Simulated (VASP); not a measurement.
# V (Im-3m) in VASP: further runs

Runs on V. Level: PBE. Tasks: single point, relaxation of cell and atoms.

Program: VASP 6.6.1. These are calculated values, not measurements. Logs are shortened: lines on timing, memory, paths and dates and some standing lists are left out, and cuts for length are marked.

### 1 The cell of the first run

It takes space group Im-3m (No. 229, cubic). The conventional cell has a = 2.997 Å, b = 2.997 Å, c = 2.997 Å, α = 90.00°, β = 90.00°, γ = 90.00°. Within 3.4 Å of V (site symmetry m-3m) lie 14 V at 2.60 to 3.00 Å.

### 2 Single point, PBE, collinear spin, ferromagnetic start

Input file INCAR:

```
SYSTEM = V
ALGO = Normal
EDIFF = 1E-6
ENCUT = 500
GGA = PE
GGA_COMPAT = .False.
ISIF = 2
ISMEAR = 1
ISPIN = 2
LASPH = .True.
LCHARG = .False.
LMAXMIX = 4
LORBIT = 11
LREAL = .False.
LWAVE = .False.
MAGMOM = 1.5
NBANDS = 16
NELM = 200
PREC = Accurate
SIGMA = 0.1
```

Input file KPOINTS:

```
k-points
0
Gamma
  11 11 11
  0 0 0
```

Input file POSCAR:

```
V
1.0
   -1.4984852287      1.4984852287      1.4984852287
    1.4984852287     -1.4984852287      1.4984852287
    1.4984852287      1.4984852287     -1.4984852287
V
1
Direct
    0.0000000000      0.0000000000      0.0000000000
```

Potentials or basis: VASP PAW PBE potentials, release 64 (V_sv).

The run is started by

```sh
cat potpaw_PBE.64/V_sv/POTCAR > POTCAR
mpirun -np 1 vasp_std > vasp.out
```

OUTCAR:

```text
SYSTEM = V
   EDIFF = 1E-6
   ENCUT = 500
   GGA = PE
   ISIF = 2
   ISMEAR = 1
   ISPIN = 2
   LASPH = .True.
   LORBIT = 11
   LREAL = .False.
   NELM = 200
   PREC = Accurate

 ion  position               nearest neighbor table
   1  0.000  0.000  0.000-

  LATTYP: Found a body centered cubic cell.
 ALAT       =     2.9969704574

  Lattice vectors:

 A1 = (  -1.4984852287,   1.4984852287,   1.4984852287)
 A2 = (   1.4984852287,  -1.4984852287,   1.4984852287)
 A3 = (   1.4984852287,   1.4984852287,  -1.4984852287)

Analysis of symmetry for initial positions (statically):
=====================================================================
 Subroutine PRICEL returns:
 Original cell was already a primitive cell.

 Routine SETGRP: Setting up the symmetry group for a
 body centered cubic supercell.

 Subroutine GETGRP returns: Found 48 space group operations
 (whereof 48 operations were pure point group operations)
 out of a pool of 48 trial point group operations.

The static configuration has the point symmetry O_h .

Analysis of symmetry for dynamics (positions and initial velocities):
=====================================================================
 Subroutine PRICEL returns:
 Original cell was already a primitive cell.

 Routine SETGRP: Setting up the symmetry group for a
 body centered cubic supercell.

 Subroutine GETGRP returns: Found 48 space group operations
 (whereof 48 operations were pure point group operations)
 out of a pool of 48 trial point group operations.

The dynamic configuration has the point symmetry O_h .

Analysis of structural, dynamic, and magnetic symmetry:
=====================================================================
 Subroutine PRICEL returns:
 Original cell was already a primitive cell.

 Routine SETGRP: Setting up the symmetry group for a
 body centered cubic supercell.

 Subroutine GETGRP returns: Found 48 space group operations
 (whereof 48 operations were pure point group operations)
 out of a pool of 48 trial point group operations.

The overall configuration has the point symmetry O_h .

 Subroutine INISYM returns: Found 48 space group operations
 (whereof 48 operations are pure point group operations),
 and found     1 'primitive' translations

----------------------------------------------------------------------------------------

                                     Primitive cell

  volume of cell :      13.4591

  direct lattice vectors                    reciprocal lattice vectors
    -1.498485229  1.498485229  1.498485229     0.000000000  0.333670289  0.333670289
     1.498485229 -1.498485229  1.498485229     0.333670289  0.000000000  0.333670289
     1.498485229  1.498485229 -1.498485229     0.333670289  0.333670289  0.000000000

  length of vectors
     2.595452550  2.595452550  2.595452550     0.471881049  0.471881049  0.471881049

  position of ions in fractional coordinates (direct lattice)
     0.000000000  0.000000000  0.000000000

  ion indices of the primitive-cell ions
   primitive index   ion index
                 1           1

----------------------------------------------------------------------------------------

 KPOINTS: k-points

Automatic generation of k-mesh.
 Grid dimensions read from file:
 generate k-points for:   11   11   11

 Generating k-lattice:

  Cartesian coordinates                     Fractional coordinates (reciprocal lattice)
     0.000000000  0.030333663  0.030333663     0.090909091  0.000000000  0.000000000
     0.030333663  0.000000000  0.030333663     0.000000000  0.090909091  0.000000000
     0.030333663  0.030333663  0.000000000     0.000000000  0.000000000  0.090909091

  Length of vectors
     0.042898277  0.042898277  0.042898277

  Shift w.r.t. Gamma in fractional coordinates (k-lattice)
     0.000000000  0.000000000  0.000000000

 Subroutine IBZKPT returns following result:
 ===========================================

 Found     56 irreducible k-points:

 Following reciprocal coordinates:
            Coordinates               Weight
  0.000000  0.000000  0.000000      1.000000
  0.090909  0.000000  0.000000     12.000000
  0.181818  0.000000  0.000000     12.000000
  0.272727  0.000000  0.000000     12.000000
  0.363636  0.000000  0.000000     12.000000
  0.454545  0.000000  0.000000     12.000000
[... 16 lines left out ...]
  0.272727  0.181818  0.090909     48.000000
  0.363636  0.181818  0.090909     24.000000
 [... further k-points ...]
   k-points           NKPTS =     56   k-points in BZ     NKDIM =     56   number of bands    NBANDS=     16
   number of dos      NEDOS =    301   number of ions     NIONS =      1
   total plane-waves  NPLWV =   8000
   dimension x,y,z NGX =    20 NGY =   20 NGZ =   20
   dimension x,y,z NGXF=    40 NGYF=   40 NGZF=   40
   ions per type =               1
   NGX,Y,Z   is equivalent  to a cutoff of  12.81, 12.81, 12.81 a.u.
   NGXF,Y,Z  is equivalent  to a cutoff of  25.62, 25.62, 25.62 a.u.
 SYSTEM =  V
   PREC   = accura    normal or accurate (medium, high low for compatibility)
   ISTART =      0    job   : 0-new  1-cont  2-samecut
   ICHARG =      2    charge: 1-file 2-atom 10-const
   ISPIN  =      2    spin polarized calculation?
   LNONCOLLINEAR =      F non collinear calculations
   LSORBIT =      F    spin-orbit coupling
   LASPH  =      T    aspherical Exc in radial PAW
   ENCUT  =  500.0 eV  36.75 Ry    6.06 a.u.   4.73  4.73  4.73*2*pi/ulx,y,z
   NELM   =    200;   NELMIN=  2; NELMDL= -5     # of ELM steps
   EDIFF  = 0.1E-05   stopping-criterion for ELM
   LREAL  =      F    real-space projection
   EDIFFG = 0.1E-04   stopping-criterion for IOM
   NSW    =      0    number of steps for IOM
   IBRION =     -1    ionic relax: 0-MD 1-quasi-New 2-CG
   NFREE  =      0    steps in history (QN), initial steepest desc. (CG)
   ISIF   =      2    stress and relaxation
   ISYM   =      2    0-nonsym 1-usesym 2-fastsym
   POTIM  = 0.5000    time-step for ionic-motion
   TEBEG  =    0.0;   TEEND  =   0.0 temperature during run
   PSTRESS=    0.0 pullay stress
   NELECT =      13.0000    total number of electrons
   NUPDOWN=      -1.0000    fix difference up-down
   EMIN   =  10.00;   EMAX   =-10.00  energy-range for DOS
   EFERMI =   0.00;   METHOD = LEGACY
   ISMEAR =     1;   SIGMA  =   0.10  broadening in eV -4-tet -1-fermi 0-gaus
   EFERMI_NEDOS =   21; number of points for ismear=-14 and -15
   IALGO  =     38    algorithm
   IMIX   =      4    mixing-type and parameters
     AMIX     =   0.40;   BMIX     =  1.00
     AMIX_MAG =   1.60;   BMIX_MAG =  1.00
  volume/ion in A,a.u.               =      13.46        90.83
  Fermi-wavevector in a.u.,A,eV,Ry     =   1.618267  3.058081 35.630771  2.618788
  Thomas-Fermi vector in A             =   2.712558
   LORBIT       =     11    0 simple, 1 ext, 2 COOP (PROOUT), +10 PAW based schemes
   GGA     = PE    functional components
   LHFCALC =     F    Hartree Fock is set to
   AEXX    =    0.0000 exact exchange contribution
   IVDW    =     0    specifies the selected vdW correction
   LEPSILON=     F    determine dielectric tensor
   LRPA    =     F    only Hartree local field effects (RPA)
 spin polarized calculation
 Methfessel and Paxton  Order N= 1 SIGMA  =   0.10
  energy-cutoff  :      500.00
  volume of cell :       13.46
 maximum number of plane-waves:       366
   NGX =  9   NGY =  9   NGZ =  9

 number of electron      12.9999990 magnetization      -0.0030339

 number of electron      12.9999990 magnetization       0.0019321

 Free energy of the ion-electron system (eV)
  ---------------------------------------------------
  ext. energy  EPLUGINS =         0.00000000
  ---------------------------------------------------
  free energy    TOTEN  =        -8.98973218 eV

  energy without entropy =       -8.99101795  energy(sigma->0) =       -8.99016077

 E-fermi :   9.6837     XC(G=0): -12.9108

 val. band max:        9.6623836978   @ k =   0.2727   0.0000   0.0000
 cond. band min:       9.7110580796   @ k =   0.3636   0.1818   0.0000
 fundamental gap:      0.0486743818
 Fermi energy:         9.6836524704

 spin component 1

 k-point     1 :       0.0000    0.0000    0.0000
  band No.  band energies     occupation
      1     -54.0186      1.00000
      2     -27.3176      1.00000
      3     -27.3176      1.00000
      4     -27.3176      1.00000
      5       3.1279      1.00000
      6      10.1173     -0.00000
[... 8 lines left out ...]
     15      37.2624      0.00000
     16      41.5255      0.00000
[... 419 lines left out ...]
 k-point    24 :       0.3636    0.1818    0.0909
  band No.  band energies     occupation
      1     -53.8101      1.00000
      2     -28.0552      1.00000
      3     -27.7180      1.00000
      4     -27.4617      1.00000
      5       7.6463      1.00000
      6       8.4489      1.00000
[... 8 lines left out ...]
     15      39.1911      0.00000
     16      41.9286      0.00000

 [... further k-points ...]

 spin component 2

 k-point     1 :       0.0000    0.0000    0.0000
  band No.  band energies     occupation
      1     -54.0168      1.00000
      2     -27.3159      1.00000
      3     -27.3159      1.00000
      4     -27.3159      1.00000
      5       3.1289      1.00000
      6      10.1192     -0.00000
[... 8 lines left out ...]
     15      37.2628      0.00000
     16      41.5275      0.00000
[... 419 lines left out ...]
 k-point    24 :       0.3636    0.1818    0.0909
  band No.  band energies     occupation
      1     -53.8082      1.00000
      2     -28.0535      1.00000
      3     -27.7163      1.00000
      4     -27.4600      1.00000
      5       7.6477      1.00000
      6       8.4506      1.00000
[... 8 lines left out ...]
     15      39.1922      0.00000
     16      41.9299      0.00000

 [... further k-points ...]

------------------------ aborting loop because EDIFF is reached ----------------------------------------

  FORCE on cell =-STRESS in cart. coord.  units (eV):
  Direction    XX          YY          ZZ          XY          YZ          ZX
  --------------------------------------------------------------------------------------
  -------------------------------------------------------------------------------------
  Total        0.0116342      0.0116342      0.0116342     -0.0000000     -0.0000000      0.0000000
  in kB        1.3849347      1.3849347      1.3849347     -0.0000000     -0.0000000      0.0000000
  external PRESSURE =       1.3849347 kB  Pullay stress =       0.0000000 kB

 VOLUME and BASIS-vectors are now :
 -----------------------------------------------------------------------------
  energy-cutoff  :      500.00
  volume of cell :       13.46
      direct lattice vectors                 reciprocal lattice vectors
    -1.498485229  1.498485229  1.498485229     0.000000000  0.333670289  0.333670289
     1.498485229 -1.498485229  1.498485229     0.333670289  0.000000000  0.333670289
     1.498485229  1.498485229 -1.498485229     0.333670289  0.333670289  0.000000000

 POSITION                                       TOTAL-FORCE (eV/Angst)
 -----------------------------------------------------------------------------------
      0.00000      0.00000      0.00000         0.000000     -0.000000     -0.000000
 -----------------------------------------------------------------------------------
    total drift:                                0.000000     -0.000000      0.000000

  FREE ENERGIE OF THE ION-ELECTRON SYSTEM (eV)
  ---------------------------------------------------
  free  energy   TOTEN  =        -8.9897321839 eV

  energy  without entropy=       -8.9910179486  energy(sigma->0) =       -8.99016077

 total charge

# of ion       s       p       d       tot
------------------------------------------
    1        2.342   6.224   3.084  11.650

 magnetization (x)

# of ion       s       p       d       tot
------------------------------------------
    1        0.000   0.000   0.001   0.001
```

Run time: 47 s. Hardware: 1 thread of Intel Xeon 8259CL, shared host; peak memory 0.14 GiB.

Results:

- Free energy: -8.9897 eV
- Pressure: 0.1 GPa
- Net moment: 0.00 μB per cell
- Valence electrons inside the program's atomic spheres: V 11.65

Caveat: the moments typed at the start vanished in this run.

### 3 Relaxation of cell and atoms, PBE, collinear spin, ferromagnetic start

This run uses another cell than the first one, of 13.89 Å³/atom.

Input file INCAR:

```
SYSTEM = V
PREC = Accurate
ENCUT = 500
EDIFF = 1E-7
ISMEAR = 1
SIGMA = 0.1
LREAL = .False.
LASPH = .True.
NELM = 200
ALGO = Normal
ISIF = 3
LWAVE = .False.
LCHARG = .False.
ISPIN = 2
MAGMOM = 1.5
LORBIT = 11
LMAXMIX = 4
GGA = PE
IBRION = 2
NSW = 80
EDIFFG = -0.01
GGA_COMPAT = .False.
NELMIN = 4
```

Input file KPOINTS:

```
Automatic mesh
0
Gamma
  11 11 11
  0 0 0
```

Input file POSCAR:

```
V
1.0
   -1.5143500000      1.5143500000      1.5143500000
    1.5143500000     -1.5143500000      1.5143500000
    1.5143500000      1.5143500000     -1.5143500000
V
1
Direct
    0.0000000000      0.0000000000      0.0000000000
```

Potentials or basis: VASP PAW PBE potentials, release 64 (V_sv).

The run is started by

```sh
cat potpaw_PBE.64/V_sv/POTCAR > POTCAR
mpirun -np 1 vasp_std > vasp.out
```

It used 76 s of CPU time on 1 thread of Intel Xeon 8259CL (shared host).

Results (log left out):

- Free energy: -8.9902 eV
- Relaxed volume: 13.48 Å³/atom
- Relaxed cell: a = 2.597 Å, b = 2.597 Å, c = 2.597 Å, α = 109.47°, β = 109.47°, γ = 109.47°
- Space group after relaxing (to 0.1 Å): Im-3m (No. 229)
- Energy gained by relaxing: 7.0 meV/atom
- Ionic steps: 3
- Pressure after relaxing: 0.0 GPa
- Net moment: 0.00 μB per cell
- Valence electrons inside the program's atomic spheres: V 11.65

The path:
```csv
step,energy change (eV),largest force (eV/Å),pressure (GPa),volume (Å³)
1,0.0000,0.0000,-5.29,13.89
2,0.0038,0.0000,7.33,12.99
3,-0.0070,0.0000,-0.04,13.48
```

Final structure:
```
V
1.0
    -1.49923    1.49923    1.49923
     1.49923   -1.49923    1.49923
     1.49923    1.49923   -1.49923
V
1
Direct
  0.00000 0.00000 0.00000
```

Levels at points of the mesh, in eV from the Fermi level:
Spin up:
```csv
k point,band 2,band 3,band 4,band 5,band 6,band 7,band 8,band 9,band 10,band 11
"(0.00, 0.00, 0.00)",-37.00,-37.00,-37.00,-6.55,0.43,0.43,0.43,2.44,2.44,20.52
```
Spin down:
```csv
k point,band 4,band 5,band 6,band 7,band 8,band 9
"(0.00, 0.00, 0.00)",-37.00,-6.55,0.43,0.43,0.43,2.44
```

Caveat: the moments typed at the start vanished in this run.
